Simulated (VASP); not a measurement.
# CuI (F-43m) in VASP: notebook

Aim: see how the results for CuI move with the level of theory and the settings. Levels: r2SCAN+D3(BJ), PBEsol+D4. Tasks: single point.

Program: VASP 6.6.1. These are calculated values, not measurements. Logs are shortened: lines on timing, memory, paths and dates and some standing lists are left out, and cuts for length are marked.

**1. The cell of the first run**

It takes space group F-43m (No. 216, cubic). The conventional cell has a = 6.063 Å, b = 6.063 Å, c = 6.063 Å, α = 90.00°, β = 90.00°, γ = 90.00°. Within 3.5 Å of I (site symmetry -43m) lie 4 Cu at 2.63 Å. Within 3.5 Å of Cu (site symmetry -43m) lie 4 I at 2.63 Å.

**2. Single point, r2SCAN+D3(BJ), non-collinear spin, zero start, spin-orbit coupling**

The input, POSCAR:

```
CuI
1.0
    0.0000000000      3.0315000000      3.0315000000
    3.0315000000      0.0000000000      3.0315000000
    3.0315000000      3.0315000000      0.0000000000
I Cu
1 1
Direct
    0.0000000000      0.0000000000      0.0000000000
    0.7500000000      0.7500000000      0.7500000000
```

The input, INCAR.step1:

```
SYSTEM = CuI
PREC     = Accurate       ! precision mode
ENCUT    = 520            ! plane-wave cutoff, eV
ISMEAR   = 0              ! smearing method
SIGMA    = 0.01           ! smearing width, eV
LREAL    = .False.        ! projectors in reciprocal space
LASPH    = .True.         ! aspherical terms in the spheres
NELM     = 150            ! most SCF steps
LNONCOLLINEAR= .True.         ! non-collinear magnetism
MAGMOM   = 0 0 0 0 0 0    ! initial moments
LSORBIT  = .True.         ! spin-orbit coupling
GGA_COMPAT= .False.      
LMAXMIX  = 4              ! l up to which the mixer works
NBANDS   = 30             ! bands
GGA      = PE             ! functional
ALGO     = Normal         ! electronic algorithm
EDIFF    = 1E-4           ! SCF threshold, eV
LWAVE    = .True.         ! write WAVECAR
LCHARG   = .False.        ! write CHGCAR
```

The input, INCAR.step2:

```
SYSTEM = CuI
PREC     = Accurate       ! precision mode
ENCUT    = 520            ! plane-wave cutoff, eV
EDIFF    = 1E-6           ! SCF threshold, eV
ISMEAR   = 0              ! smearing method
SIGMA    = 0.01           ! smearing width, eV
LREAL    = .False.        ! projectors in reciprocal space
LASPH    = .True.         ! aspherical terms in the spheres
NELM     = 150            ! most SCF steps
ALGO     = Normal         ! electronic algorithm
ISIF     = 2              ! what is computed and relaxed
LWAVE    = .False.        ! write WAVECAR
LCHARG   = .False.        ! write CHGCAR
LNONCOLLINEAR= .True.         ! non-collinear magnetism
MAGMOM   = 0 0 0 0 0 0    ! initial moments
LORBIT   = 11             ! projections on sites
LSORBIT  = .True.         ! spin-orbit coupling
GGA_COMPAT= .False.      
LORBMOM  = .True.       
LMAXMIX  = 4              ! l up to which the mixer works
METAGGA  = R2SCAN         ! meta-GGA
LMIXTAU  = .True.       
IVDW     = 12             ! dispersion correction
VDW_S6   = 1.0          
VDW_S8   = 0.78981345   
VDW_A1   = 0.49484001   
VDW_A2   = 5.73083694   
NBANDS   = 30             ! bands
ISTART   = 1
```

The input, KPOINTS:

```
regular mesh
0
Gamma
  8 8 8
  0 0 0
```

Potentials or basis: VASP PAW PBE potentials, release 64 (I, Cu).

Command:

```
$ cat potpaw_PBE.64/I/POTCAR potpaw_PBE.64/Cu/POTCAR > POTCAR
$ cp INCAR.step1 INCAR
$ mpirun -np 1 vasp_ncl > vasp.out
$ cp INCAR.step2 INCAR
$ mpirun -np 1 vasp_ncl > vasp.out
```

OUTCAR:

```text
SYSTEM = CuI
   PREC = Accurate
   ENCUT = 520
   EDIFF = 1E-6
   ISMEAR = 0
   LREAL = .False.
   LASPH = .True.
   NELM = 150
   ISIF = 2
   LNONCOLLINEAR = .True.
   LORBIT = 11
   LSORBIT = .True.
   METAGGA = R2SCAN
   IVDW = 12
   ISTART = 1
 IVDW          = 12

 ion  position               nearest neighbor table
   1  0.000  0.000  0.000-   2 2.63   2 2.63   2 2.63   2 2.63
   2  0.750  0.750  0.750-   1 2.63   1 2.63   1 2.63   1 2.63

  LATTYP: Found a face centered cubic cell.
 ALAT       =     6.0630000000

  Lattice vectors:

 A1 = (   0.0000000000,   3.0315000000,   3.0315000000)
 A2 = (   3.0315000000,   0.0000000000,   3.0315000000)
 A3 = (   3.0315000000,   3.0315000000,   0.0000000000)

Analysis of symmetry for initial positions (statically):
=====================================================================
 Subroutine PRICEL returns:
 Original cell was already a primitive cell.

 Routine SETGRP: Setting up the symmetry group for a
 face centered cubic supercell.

 Subroutine GETGRP returns: Found 24 space group operations
 (whereof 24 operations were pure point group operations)
 out of a pool of 48 trial point group operations.

The static configuration has the point symmetry T_d .

Analysis of symmetry for dynamics (positions and initial velocities):
=====================================================================
 Subroutine PRICEL returns:
 Original cell was already a primitive cell.

 Routine SETGRP: Setting up the symmetry group for a
 face centered cubic supercell.

 Subroutine GETGRP returns: Found 24 space group operations
 (whereof 24 operations were pure point group operations)
 out of a pool of 48 trial point group operations.

The dynamic configuration has the point symmetry T_d .

Analysis of structural, dynamic, and magnetic symmetry:
=====================================================================
 Subroutine PRICEL returns:
 Original cell was already a primitive cell.

 Routine SETGRP: Setting up the symmetry group for a
 face centered cubic supercell.

 Subroutine GETGRP returns: Found 24 space group operations
 (whereof 24 operations were pure point group operations)
 out of a pool of 48 trial point group operations.

The overall configuration has the point symmetry T_d .

 Subroutine INISYM returns: Found 24 space group operations
 (whereof 24 operations are pure point group operations),
 and found     1 'primitive' translations

----------------------------------------------------------------------------------------

                                     Primitive cell

  volume of cell :      55.7189

  direct lattice vectors                    reciprocal lattice vectors
     0.000000000  3.031500000  3.031500000    -0.164934851  0.164934851  0.164934851
     3.031500000  0.000000000  3.031500000     0.164934851 -0.164934851  0.164934851
     3.031500000  3.031500000  0.000000000     0.164934851  0.164934851 -0.164934851

  length of vectors
     4.287188414  4.287188414  4.287188414     0.285675541  0.285675541  0.285675541

  position of ions in fractional coordinates (direct lattice)
     0.000000000  0.000000000  0.000000000
     0.750000000  0.750000000  0.750000000

  ion indices of the primitive-cell ions
   primitive index   ion index
                 1           1
                 2           2

----------------------------------------------------------------------------------------

 KPOINTS: regular mesh

Automatic generation of k-mesh.
 Grid dimensions read from file:
 generate k-points for:    8    8    8

 Generating k-lattice:

  Cartesian coordinates                     Fractional coordinates (reciprocal lattice)
    -0.020616856  0.020616856  0.020616856     0.125000000  0.000000000  0.000000000
     0.020616856 -0.020616856  0.020616856     0.000000000  0.125000000  0.000000000
     0.020616856  0.020616856 -0.020616856     0.000000000  0.000000000  0.125000000

[... 100 lines left out ...]

 Free energy of the ion-electron system (eV)
  ---------------------------------------------------
  ext. energy  EPLUGINS =         0.00000000
  ---------------------------------------------------
  free energy    TOTEN  =       -35.91330629 eV

  energy without entropy =      -35.91330629  energy(sigma->0) =      -35.91330629

 E-fermi :   4.5136     XC(G=0):  -9.4502

 val. band max:        4.4035137417   @ k =   0.0000   0.0000   0.0000
 cond. band min:       5.8727850947   @ k =   0.0000   0.0000   0.0000
 fundamental gap:      1.4692713530
 Fermi energy:         4.5136153140

 k-point     1 :       0.0000    0.0000    0.0000
  band No.  band energies     occupation
      1     -10.2600      1.00000
      2     -10.2600      1.00000
      3       0.0430      1.00000
      4       0.0430      1.00000
      5       0.6169      1.00000
      6       0.6169      1.00000
[... 781 lines left out ...]
     29      15.7601      0.00000
     30      15.7847      0.00000

 [... further k-points ...]

------------------------ aborting loop because EDIFF is reached ----------------------------------------

 Edisp (eV)   -0.32774

 E8    (eV) :    -0.1130

  FORCE on cell =-STRESS in cart. coord.  units (eV):
  Direction    XX          YY          ZZ          XY          YZ          ZX
  --------------------------------------------------------------------------------------
  -------------------------------------------------------------------------------------
  Total      -0.60840    -0.60840    -0.60840    -0.00000     0.00000     0.00000
  in kB     -17.49419   -17.49419   -17.49419    -0.00000     0.00000     0.00000
  external pressure =      -17.49 kB  Pullay stress =        0.00 kB

 VOLUME and BASIS-vectors are now :
 -----------------------------------------------------------------------------
  energy-cutoff  :      520.00
  volume of cell :       55.72
      direct lattice vectors                 reciprocal lattice vectors
     0.000000000  3.031500000  3.031500000    -0.164934851  0.164934851  0.164934851
     3.031500000  0.000000000  3.031500000     0.164934851 -0.164934851  0.164934851
     3.031500000  3.031500000  0.000000000     0.164934851  0.164934851 -0.164934851

 POSITION                                       TOTAL-FORCE (eV/Angst)
 -----------------------------------------------------------------------------------
      0.00000      0.00000      0.00000         0.000000      0.000000      0.000000
      4.54725      4.54725      4.54725        -0.000000     -0.000000      0.000000
 -----------------------------------------------------------------------------------
    total drift:                                0.000001      0.000001      0.000001

  FREE ENERGIE OF THE ION-ELECTRON SYSTEM (eV)
  ---------------------------------------------------
  free  energy   TOTEN  =       -36.2410457693 eV

  energy  without entropy=      -36.2410457693  energy(sigma->0) =      -36.24104577

 orbital moment (x)

 # of ion     p       d       tot
 ----------------------------------------
  1         0.000  -0.000   0.000
  2         0.000  -0.000  -0.000
 ----------------------------------------
            0.000  -0.000   0.000

 orbital moment (y)

 # of ion     p       d       tot
 ----------------------------------------
  1        -0.000   0.000  -0.000
  2         0.000   0.000   0.000
 ----------------------------------------
           -0.000   0.000   0.000

 orbital moment (z)

 # of ion     p       d       tot
 ----------------------------------------
  1         0.000   0.000   0.000
  2        -0.000   0.000   0.000
 ----------------------------------------
           -0.000   0.000   0.000

 Spin-Orbit-Coupling matrix elements

 Ion:    1  E_soc:     -0.2349979
 l=   1
     0.0000000    -0.0390282    -0.0390282
    -0.0390282     0.0000000    -0.0390282
    -0.0390282    -0.0390282     0.0000000
 l=   2
     0.0000000    -0.0000468     0.0000000    -0.0000468    -0.0000912
    -0.0000468     0.0000000    -0.0000684    -0.0000468    -0.0000228
     0.0000000    -0.0000684     0.0000000    -0.0000684     0.0000000
    -0.0000468    -0.0000468    -0.0000684     0.0000000    -0.0000228
    -0.0000912    -0.0000228     0.0000000    -0.0000228     0.0000000
 l=   3
     0.0000000     0.0000000     0.0000000     0.0000000     0.0000000     0.0000000     0.0000000
     0.0000000     0.0000000     0.0000000     0.0000000     0.0000000     0.0000000     0.0000000
     0.0000000     0.0000000     0.0000000     0.0000000     0.0000000     0.0000000     0.0000000
     0.0000000     0.0000000     0.0000000     0.0000000     0.0000000     0.0000000     0.0000000
     0.0000000     0.0000000     0.0000000     0.0000000     0.0000000     0.0000000     0.0000000
     0.0000000     0.0000000     0.0000000     0.0000000     0.0000000     0.0000000     0.0000000
     0.0000000     0.0000000     0.0000000     0.0000000     0.0000000     0.0000000     0.0000000

 Ion:    2  E_soc:     -0.0096002
 l=   1
     0.0000000    -0.0003441    -0.0003441
    -0.0003441     0.0000000    -0.0003441
    -0.0003441    -0.0003441     0.0000000
 l=   2
     0.0000000    -0.0002597     0.0000000    -0.0002597    -0.0009962
    -0.0002597     0.0000000    -0.0007472    -0.0002597    -0.0002491
     0.0000000    -0.0007472     0.0000000    -0.0007472     0.0000000
    -0.0002597    -0.0002597    -0.0007472     0.0000000    -0.0002491
    -0.0009962    -0.0002491     0.0000000    -0.0002491     0.0000000
 l=   3
     0.0000000     0.0000000     0.0000000     0.0000000     0.0000000     0.0000000     0.0000000
     0.0000000     0.0000000     0.0000000     0.0000000     0.0000000     0.0000000     0.0000000
     0.0000000     0.0000000     0.0000000     0.0000000     0.0000000     0.0000000     0.0000000
     0.0000000     0.0000000     0.0000000     0.0000000     0.0000000     0.0000000     0.0000000
     0.0000000     0.0000000     0.0000000     0.0000000     0.0000000     0.0000000     0.0000000
     0.0000000     0.0000000     0.0000000     0.0000000     0.0000000     0.0000000     0.0000000
     0.0000000     0.0000000     0.0000000     0.0000000     0.0000000     0.0000000     0.0000000

 total charge

# of ion       s       p       d       tot
------------------------------------------
    1        1.492   2.811   0.053   4.356
    2        0.318   0.266   9.364   9.949
--------------------------------------------------
tot          1.810   3.077   9.417  14.304

 magnetization (x)

# of ion       s       p       d       tot
------------------------------------------
    1        0.000   0.000  -0.000   0.000
    2       -0.000   0.000  -0.000  -0.000
--------------------------------------------------
tot         -0.000   0.000  -0.000  -0.000

 magnetization (y)

# of ion       s       p       d       tot
------------------------------------------
    1        0.000  -0.000   0.000  -0.000
    2        0.000   0.000  -0.000  -0.000
--------------------------------------------------
tot          0.000  -0.000  -0.000  -0.000

 magnetization (z)

# of ion       s       p       d       tot
------------------------------------------
    1        0.000   0.000   0.000   0.000
    2       -0.000   0.000  -0.000  -0.000
--------------------------------------------------
tot         -0.000   0.000  -0.000  -0.000
```

Run time: 9.2 min. Hardware: 1 thread of AMD EPYC 9R45 (Zen 5), shared host; peak memory 0.41 GiB.

What came out:

```
Free energy                                           : -36.2410 eV
Pressure                                              : -1.7 GPa
Net moment                                            : 0.00 μB per cell
Valence electrons inside the program's atomic spheres : I 4.36; Cu 9.95
Dispersion energy per atom                            : -0.164 eV
```

Moments on the atoms (μB; x, y, z):
```
I   0.00 0.00 0.00
Cu  0.00 0.00 0.00
```

Caveat: three body term missing; the PAW data sets were made with another functional, which shifts forces and pressure a little.

**3. Single point, PBEsol+D4**

This run uses another cell than the first one, of 25.56 Å³/atom.

The input, INCAR:

```
PREC = Accurate
ENCUT = 520
EDIFF = 1E-7
ISMEAR = -1
SIGMA = 0.05
LREAL = False
LASPH = True
NELM = 60
ALGO = Normal
ISIF = 2
LWAVE = False
LCHARG = True
GGA = PS
IVDW = 13
LELF = True
LVHAR = True
NBANDS = 16
```

The input, KPOINTS:

```
Automatic mesh
0
Gamma
  8 8 8
```

The input, POSCAR:

```
CuI
1.0
    0.0000000000      2.9456791483      2.9456791483
    2.9456791483      0.0000000000      2.9456791483
    2.9456791483      2.9456791483      0.0000000000
I Cu
1 1
Direct
    0.0000000000      0.0000000000      0.0000000000
    0.7500000000      0.7500000000      0.7500000000
```

Potentials or basis: VASP PAW PBE potentials, release 64 (I, Cu).

Command:

```
$ cat potpaw_PBE.64/I/POTCAR potpaw_PBE.64/Cu/POTCAR > POTCAR
$ mpirun -np 1 vasp_std > vasp.out
```

It took 12 s on 1 thread of Intel Xeon 6975P-C (Granite Rapids), shared host; peak memory 0.18 GiB.

It converged, with:

* Free energy: -6.7786 eV
* Pressure: 0.1 GPa
* Band gap on the k mesh: 1.27 eV
* Dispersion energy per atom: -0.232 eV

Levels at points of the mesh, in eV from the valence-band top:
```csv
k point,band 6,band 7,band 8,band 9,band 10,band 11,band 12,band 13
"(0.00, 0.00, 0.00)",-2.26,0.00,0.00,0.00,1.27,4.73,4.73,4.73
"(0.50, 0.00, 0.00)",-2.23,-2.18,-0.86,-0.86,2.15,5.29,5.29,7.35
"(0.50, 0.50, 0.00)",-2.19,-2.16,-1.84,-1.84,2.42,2.78,9.70,10.16
```

Caveat: the PAW data sets were made with another functional, which shifts forces and pressure a little; spin-orbit coupling is left out, which moves the levels of the heavy elements.
